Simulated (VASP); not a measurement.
Here is a VASP 6.6.1 calculation.

The input POSCAR:

```
ZnS
1.0
    0.0000000000      2.6940858343      2.6940858343
    2.6940858343      0.0000000000      2.6940858343
    2.6940858343      2.6940858343      0.0000000000
Zn S
1 1
Direct
    0.0000000000      0.0000000000      0.0000000000
    0.2500000000      0.2500000000      0.2500000000
```

File INCAR.step1:

```
SYSTEM = ZnS
PREC = Accurate
ENCUT = 520
EDIFF = 1E-5
ISMEAR = 0
SIGMA = 0.01
LREAL = .False.
LASPH = .True.
NELM = 100
ALGO = Normal
ISIF = 2
LWAVE = .True.
LCHARG = .False.
NBANDS = 16
GGA = PE
```

Contents of INCAR.step2:

```
SYSTEM = ZnS
PREC = Accurate
ENCUT = 520
EDIFF = 1E-7
ISMEAR = 0
SIGMA = 0.01
LREAL = .False.
LASPH = .True.
NELM = 100
ALGO = Normal
ISIF = 2
LWAVE = .False.
LCHARG = .False.
GGA = PE
LHFCALC = .True.
AEXX = 0.5
HFSCREEN = 0.3
PRECFOCK = Normal
NBANDS = 16
ISTART = 1
```

Contents of KPOINTS:

```
Automatic mesh
0
Gamma
  4 4 4
  0 0 0
```

Potentials or basis: VASP PAW PBE potentials, release 64 (Zn, S).

Run with:

```bash
$ cat potpaw_PBE.64/Zn/POTCAR potpaw_PBE.64/S/POTCAR > POTCAR
$ cp INCAR.step1 INCAR
$ mpirun -np 1 vasp_std > vasp.out
$ cp INCAR.step2 INCAR
$ mpirun -np 1 vasp_std > vasp.out
```

Question: What does it give for the pressure?

Answer: 1.6 GPa.

Question: Estimate the band gap on the k mesh.

Answer: 4.23 eV.

Caveat: the k points lie up to 0.50 Å⁻¹ apart; the PAW data sets were made with another functional, which shifts forces and pressure a little.
